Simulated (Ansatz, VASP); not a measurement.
## CdAg5 in VASP and in Ansatz

The input INCAR:

```
SYSTEM = CdAg5
ALGO = Normal
DIPOL = 0.5 0.5 0.500
EDIFF = 1E-6
ENCUT = 520
GGA = PE
IDIPOL = 3
ISIF = 2
ISMEAR = -1
LASPH = .TRUE.
LCHARG = .TRUE.
LDIPOL = .TRUE.
LELF = .TRUE.
LREAL = .FALSE.
LVACPOTAV = .TRUE.
LVHAR = .TRUE.
LWAVE = .FALSE.
NBANDS = 42
NELM = 100
PREC = Accurate
SIGMA = 0.1
```

The input KPOINTS:

```
k-points
0
G
  12 12 1
  0 0 0
```

POSCAR

```
CdAg5
1.0
    2.9330648187      0.0000000000      0.0000000000
    0.0000000000      2.9330648187      0.0000000000
    0.0000000000      0.0000000000     26.3700000000
Ag Cd
5 1
Direct
    0.2500000000      0.2500000000      0.3049229631
    0.7500000000      0.7500000000      0.3819865048
    0.7500000000      0.7500000000      0.5392802561
    0.2500000000      0.2500000000      0.6180134944
    0.7500000000      0.7500000000      0.6950770339
    0.2500000000      0.2500000000      0.4607197477
```

Input for Ansatz:

```yaml
crystal:
  lattice:
    - [2.9330648187, 0.0, 0.0]
    - [0.0, 2.9330648187, 0.0]
    - [0.0, 0.0, 26.37]
  atoms:
    - { symbol: Ag, position: [0.25, 0.25, 0.3049229631] }
    - { symbol: Ag, position: [0.75, 0.75, 0.3819865048] }
    - { symbol: Cd, position: [0.25, 0.25, 0.4607197477] }
    - { symbol: Ag, position: [0.75, 0.75, 0.5392802561] }
    - { symbol: Ag, position: [0.25, 0.25, 0.6180134944] }
    - { symbol: Ag, position: [0.75, 0.75, 0.6950770339] }
kpoints:
  mp_grid: { grid: [12, 12, 1] }
scf:
  occupations: { method: fermi_dirac, width: 0.1 }
hamiltonian:
  xc: pbe
  pseudopotentials: { kind: paw }
output:
  forces: true
  stress: true
  eigenvalues: true
efield:
  axis: 3
  amplitude: 0
  dipole_correction: true
```

Alike in both runs: task single point; functional PBE; k mesh 12 × 12 × 1; occupations fermi-dirac, width 0.1 eV; no spin polarisation.

```csv
,VASP,Ansatz
version,VASP 6.6.1,Ansatz 0.2.0
potentials or method,"VASP PAW PBE potentials, release 64 (Ag, Cd)","PAW with Ansatz's default frozen-core files, scalar-relativistic"
plane-wave cutoff (eV),520,420
valence electrons in the cell,67,115
```

```csv
,VASP,Ansatz,Ansatz less VASP
rms of the force components (eV/Å),0.098,0.088,-0.0100
```

VASP's potentials hold 67 valence electrons a cell and Ansatz's 115, so a difference there can come from the potentials and not from the codes.
